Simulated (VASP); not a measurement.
# TeW2: relaxation of cell and atoms with PBE

The system is TeW2.

```
CELL_PARAMETERS angstrom
0.00000 3.12995 3.12995
3.12995 0.00000 3.12995
3.12995 3.12995 0.00000
ATOMIC_POSITIONS crystal
Te 0.00000 0.00000 0.00000
W 0.25000 0.25000 0.25000
W 0.75000 0.75000 0.75000
```

```
Program                : VASP 6.6.1
Task                   : relaxation of cell and atoms
Functional             : PBE
Potentials or basis    : VASP PAW PBE potentials, release 64 (Te, W_sv)
Cutoff                 : 600 eV
k mesh                 : 12 × 12 × 12
Occupations            : gaussian, width 0.1 eV
Spin                   : no spin polarisation
Dipole correction      : no
Further INCAR settings : ALGO = Normal; EDIFF = 1e-07; IBRION = 2; EDIFFG = -0.01; NSW = 100; ISIF = 3
```

The relaxed volume is 20.34 Å³/atom. The relaxed cell is a = 4.419 Å, b = 4.419 Å, c = 4.419 Å, α = 60.00°, β = 60.00°, γ = 60.00°. The space group after relaxing (to 0.05 Å) is Fm-3m (No. 225) and the energy gained by relaxing is 0.3 meV/atom. The ionic steps are 3 and the pressure after relaxing is 0.0 GPa. The band gap on the k mesh is zero (band 17 reaches 11.34 eV, above the bottom of band 18 at 9.27 eV).

Step by step:
| step | energy change (eV) | largest force (eV/Å) | pressure (GPa) | volume (Å³) |
| --- | --- | --- | --- | --- |
| 1 | 0.0000 | 0.0000 | -0.88 | 61.33 |
| 2 | 0.0032 | 0.0000 | 1.97 | 60.34 |
| 3 | -0.0009 | 0.0000 | 0.00 | 61.01 |

Final structure:
```
Te W
1.0
     0.00000    3.12452    3.12452
     3.12452    0.00000    3.12452
     3.12452    3.12452    0.00000
Te W
1 2
Direct
  0.00000 0.00000 0.00000
  0.25000 0.25000 0.25000
  0.75000 0.75000 0.75000
```

Levels at points of the mesh, in eV from the Fermi level:
```tsv
k point	band 15	band 16	band 17	band 18	band 19	band 20
(0.00, 0.00, 0.00)	-0.77	1.46	1.46	1.46	3.54	3.54
(0.50, 0.00, 0.00)	-1.28	-1.17	-0.61	-0.61	-0.58	-0.58
(0.50, 0.50, 0.00)	-2.62	-0.18	-0.18	0.24	0.24	1.73
```

Wall time 3.9 min on 1 thread of AMD EPYC 9R45 (Zen 5), with other jobs on the host, peak memory 0.23 GiB.

Caveat: spin-orbit coupling is left out, which moves the levels of the heavy elements.
